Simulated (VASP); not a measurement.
# Mg2NCl (R-3m) in VASP: notebook, part 2 of 3

VASP 6.6.1.

## Step 3: Single point, PBE

This run uses another cell than the first one, of 13.76 Å³/atom.

Input file INCAR:

```
PREC = Accurate
ENCUT = 520
EDIFF = 1E-6
ISMEAR = -1
SIGMA = 0.05
LREAL = False
LASPH = True
NELM = 60
ALGO = Normal
ISIF = 2
LWAVE = False
LCHARG = False
GGA = PE
NBANDS = 16
```

Input file KPOINTS:

```
Automatic mesh
0
Gamma
  9 9 9
```

Input file POSCAR:

```
Mg2NCl
1.0
    1.6382224240      0.9458281575      5.9218457437
   -1.6382224240      0.9458281575      5.9218457437
    0.0000000000     -1.8916563150      5.9218457437
Cl Mg N
1 2 1
Direct
    0.0000000000      0.0000000000      0.0000000000
    0.7771850000      0.7771850000      0.7771850000
    0.2228150000      0.2228150000      0.2228150000
    0.5000000000      0.5000000000      0.5000000000
```

Potentials or basis: VASP PAW PBE potentials, release 64 (Cl, Mg, N).

The run is started by

```bash
cat potpaw_PBE.64/Cl/POTCAR potpaw_PBE.64/Mg/POTCAR potpaw_PBE.64/N/POTCAR > POTCAR
mpirun -np 1 vasp_std > vasp.out
```

OUTCAR:

```text
PREC = Accurate
   ENCUT = 520
   EDIFF = 1E-6
   ISMEAR = -1
   LREAL = False
   LASPH = True
   NELM = 60
   ISIF = 2
   GGA = PE

 ion  position               nearest neighbor table
   1  0.000  0.000  0.000-   2 2.73   2 2.73   3 2.73   3 2.73   2 2.73   3 2.73
   2  0.777  0.777  0.777-   4 2.14   4 2.14   4 2.14   1 2.73   1 2.73   1 2.73   3 2.75   3 2.75
                             3 2.75
   3  0.223  0.223  0.223-   4 2.14   4 2.14   4 2.14   1 2.73   1 2.73   1 2.73   2 2.75   2 2.75
                             2 2.75
   4  0.500  0.500  0.500-   3 2.14   3 2.14   2 2.14   2 2.14   3 2.14   2 2.14

  LATTYP: Found a trigonal (rhomboedric) cell.
 ALAT       =     6.2166406222
 COS(alpha) =     0.8611121662

  Lattice vectors:

 A1 = (   1.6382224240,   0.9458281575,   5.9218457437)
 A2 = (  -1.6382224240,   0.9458281575,   5.9218457437)
 A3 = (   0.0000000000,  -1.8916563150,   5.9218457437)

Analysis of symmetry for initial positions (statically):
=====================================================================
 Subroutine PRICEL returns:
 Original cell was already a primitive cell.

 Routine SETGRP: Setting up the symmetry group for a
 trigonal (rhombohedral) supercell.

 Subroutine GETGRP returns: Found 12 space group operations
 (whereof 12 operations were pure point group operations)
 out of a pool of 12 trial point group operations.

The static configuration has the point symmetry D_3d.

Analysis of symmetry for dynamics (positions and initial velocities):
=====================================================================
 Subroutine PRICEL returns:
 Original cell was already a primitive cell.

 Routine SETGRP: Setting up the symmetry group for a
 trigonal (rhombohedral) supercell.

 Subroutine GETGRP returns: Found 12 space group operations
 (whereof 12 operations were pure point group operations)
 out of a pool of 12 trial point group operations.

The dynamic configuration has the point symmetry D_3d.

 Subroutine INISYM returns: Found 12 space group operations
 (whereof 12 operations are pure point group operations),
 and found     1 'primitive' translations

----------------------------------------------------------------------------------------

                                     Primitive cell

  volume of cell :      55.0546

  direct lattice vectors                    reciprocal lattice vectors
     1.638222424  0.945828158  5.921845744     0.305208861  0.176212418  0.056288757
    -1.638222424  0.945828158  5.921845744    -0.305208861  0.176212418  0.056288757
     0.000000000 -1.891656315  5.921845744     0.000000000 -0.352424836  0.056288757

  length of vectors
     6.216640622  6.216640622  6.216640622     0.356891705  0.356891705  0.356891705

  position of ions in fractional coordinates (direct lattice)
     0.000000000  0.000000000  0.000000000
     0.777185000  0.777185000  0.777185000
     0.222815000  0.222815000  0.222815000
     0.500000000  0.500000000  0.500000000

  ion indices of the primitive-cell ions
   primitive index   ion index
                 1           1
                 2           2
                 3           3
                 4           4

----------------------------------------------------------------------------------------

 KPOINTS: Automatic mesh

Automatic generation of k-mesh.
 Grid dimensions read from file:
 generate k-points for:    9    9    9

 Generating k-lattice:

  Cartesian coordinates                     Fractional coordinates (reciprocal lattice)
     0.033912096  0.019579158  0.006254306     0.111111111  0.000000000  0.000000000
    -0.033912096  0.019579158  0.006254306     0.000000000  0.111111111  0.000000000
     0.000000000 -0.039158315  0.006254306     0.000000000  0.000000000  0.111111111

  Length of vectors
     0.039654634  0.039654634  0.039654634

  Shift w.r.t. Gamma in fractional coordinates (k-lattice)
     0.000000000  0.000000000  0.000000000

 Subroutine IBZKPT returns following result:
 ===========================================

 Found     85 irreducible k-points:

 Following reciprocal coordinates:
            Coordinates               Weight
  0.000000  0.000000  0.000000      1.000000
  0.111111  0.000000  0.000000      6.000000
  0.222222  0.000000 -0.000000      6.000000
  0.333333  0.000000 -0.000000      6.000000
  0.444444  0.000000 -0.000000      6.000000
  0.111111  0.111111  0.000000      6.000000
[... 16 lines left out ...]
 -0.333333  0.333333  0.000000      6.000000
  0.444444  0.444444 -0.000000      6.000000
 [... further k-points ...]
   k-points           NKPTS =     85   k-points in BZ     NKDIM =     85   number of bands    NBANDS=     16
   number of dos      NEDOS =    301   number of ions     NIONS =      4
   total plane-waves  NPLWV = 110592
   dimension x,y,z NGX =    48 NGY =   48 NGZ =   48
   dimension x,y,z NGXF=    96 NGYF=   96 NGZF=   96
   ions per type =               1   2   1
   NGX,Y,Z   is equivalent  to a cutoff of  12.84, 12.84, 12.84 a.u.
   NGXF,Y,Z  is equivalent  to a cutoff of  25.67, 25.67, 25.67 a.u.
 SYSTEM =  unknown system
   PREC   = accura    normal or accurate (medium, high low for compatibility)
   ISTART =      0    job   : 0-new  1-cont  2-samecut
   ICHARG =      2    charge: 1-file 2-atom 10-const
   ISPIN  =      1    spin polarized calculation?
   LNONCOLLINEAR =      F non collinear calculations
   LSORBIT =      F    spin-orbit coupling
   LASPH  =      T    aspherical Exc in radial PAW
   ENCUT  =  520.0 eV  38.22 Ry    6.18 a.u.  11.56 11.56 11.56*2*pi/ulx,y,z
   NELM   =     60;   NELMIN=  2; NELMDL= -5     # of ELM steps
   EDIFF  = 0.1E-05   stopping-criterion for ELM
   LREAL  =      F    real-space projection
   EDIFFG = 0.1E-04   stopping-criterion for IOM
   NSW    =      0    number of steps for IOM
   IBRION =     -1    ionic relax: 0-MD 1-quasi-New 2-CG
   NFREE  =      0    steps in history (QN), initial steepest desc. (CG)
   ISIF   =      2    stress and relaxation
   ISYM   =      2    0-nonsym 1-usesym 2-fastsym
   POTIM  = 0.5000    time-step for ionic-motion
   TEBEG  =    0.0;   TEEND  =   0.0 temperature during run
   PSTRESS=    0.0 pullay stress
   NELECT =      16.0000    total number of electrons
   NUPDOWN=      -1.0000    fix difference up-down
   EMIN   =  10.00;   EMAX   =-10.00  energy-range for DOS
   EFERMI =   0.00;   METHOD = LEGACY
   ISMEAR =    -1;   SIGMA  =   0.05  broadening in eV -4-tet -1-fermi 0-gaus
   EFERMI_NEDOS =   21; number of points for ismear=-14 and -15
   IALGO  =     38    algorithm
   IMIX   =      4    mixing-type and parameters
     AMIX     =   0.40;   BMIX     =  1.00
     AMIX_MAG =   1.60;   BMIX_MAG =  1.00
  volume/ion in A,a.u.               =      13.76        92.88
  Fermi-wavevector in a.u.,A,eV,Ry     =   1.084385  2.049191 15.998979  1.175892
  Thomas-Fermi vector in A             =   2.220474
   LORBIT       =      0    0 simple, 1 ext, 2 COOP (PROOUT), +10 PAW based schemes
   GGA     = PE    functional components
[... 5 lines left out ...]
 non-spin polarized calculation
  energy-cutoff  :      520.00
  volume of cell :       55.05
 maximum number of plane-waves:      1498
 NGX is ok and might be reduce to    48
   NGX = 23   NGY = 23   NGZ = 23

 number of electron      15.9999999 magnetization

 Free energy of the ion-electron system (eV)
  ---------------------------------------------------
  ext. energy  EPLUGINS =         0.00000000
  ---------------------------------------------------
  free energy    TOTEN  =       -17.78341216 eV

  energy without entropy =      -17.78341216  energy(sigma->0) =      -17.78341216

 E-fermi :   5.4720     XC(G=0): -10.0985

 val. band max:        4.3694682697   @ k =   0.0000   0.0000   0.0000
 cond. band min:       6.8517787213   @ k =   0.0000   0.0000   0.0000
 fundamental gap:      2.4823104516
 Fermi energy:         5.4720451648

 k-point     1 :       0.0000    0.0000    0.0000
  band No.  band energies     occupation
      1     -12.3538      2.00000
      2      -8.4943      2.00000
      3      -2.1154      2.00000
      4       1.9805      2.00000
      5       1.9805      2.00000
      6       3.3422      2.00000
[... 433 lines left out ...]
      3      -1.9350      2.00000
      4      -0.9430      2.00000
      5       1.1324      2.00000
      6       1.3130      2.00000
[... 8 lines left out ...]
     15      14.6180      0.00000
     16      16.7112      0.00000

 [... further k-points ...]

------------------------ aborting loop because EDIFF is reached ----------------------------------------

  FORCE on cell =-STRESS in cart. coord.  units (eV):
  Direction    XX          YY          ZZ          XY          YZ          ZX
  --------------------------------------------------------------------------------------
  -------------------------------------------------------------------------------------
  Total        1.2567960      1.2567960      1.0313825      0.0000000      0.0000000      0.0000000
  in kB       36.5747960     36.5747960     30.0149002      0.0000000      0.0000000      0.0000000
  external PRESSURE =      34.3881640 kB  Pullay stress =       0.0000000 kB

 VOLUME and BASIS-vectors are now :
 -----------------------------------------------------------------------------
  energy-cutoff  :      520.00
  volume of cell :       55.05
      direct lattice vectors                 reciprocal lattice vectors
     1.638222424  0.945828158  5.921845744     0.305208861  0.176212418  0.056288757
    -1.638222424  0.945828158  5.921845744    -0.305208861  0.176212418  0.056288757
     0.000000000 -1.891656315  5.921845744     0.000000000 -0.352424836  0.056288757

 POSITION                                       TOTAL-FORCE (eV/Angst)
 -----------------------------------------------------------------------------------
      0.00000      0.00000      0.00000         0.000000      0.000000     -0.000000
      0.00000      0.00000     13.80711         0.000000     -0.000000     -0.120856
      0.00000      0.00000      3.95843         0.000000      0.000000      0.120856
      0.00000      0.00000      8.88277         0.000000     -0.000000     -0.000000
 -----------------------------------------------------------------------------------
    total drift:                                0.000000     -0.000000     -0.000000

  FREE ENERGIE OF THE ION-ELECTRON SYSTEM (eV)
  ---------------------------------------------------
  free  energy   TOTEN  =       -17.7834121611 eV

  energy  without entropy=      -17.7834121611  energy(sigma->0) =      -17.78341216
```

stdout:

```text
POSCAR found type information on POSCAR ClMgN
 POSCAR found :  3 types and       4 ions
 scaLAPACK will be used
 LDA part: xc-table for (Slater+PW92), standard interpolation
 POSCAR, INCAR and KPOINTS ok, starting setup
 FFT: planning ... GRIDC
 FFT: planning ... GRID_SOFT
 FFT: planning ... GRID
 WAVECAR not read
 entering main loop
```

It took 5.9 min on 1 thread of Intel Xeon 8259CL, shared host; peak memory 0.36 GiB.

What came out:

- Free energy: -17.7834 eV
- Pressure: 3.4 GPa
- Largest force: 0.121 eV/Å
- Band gap on the k mesh: 2.48 eV

Forces in eV/Å, atoms in the order of the input:
```
Cl   0.000  0.000  0.000
Mg   0.000  0.000 -0.121
Mg   0.000  0.000  0.121
N    0.000  0.000  0.000
```

Stress tensor (GPa, compression positive):
```
3.66 0.00 0.00
0.00 3.66 0.00
0.00 0.00 3.00
```

Caveat: the cell stands under pressure.

(Part 2 of 3 ends here.)
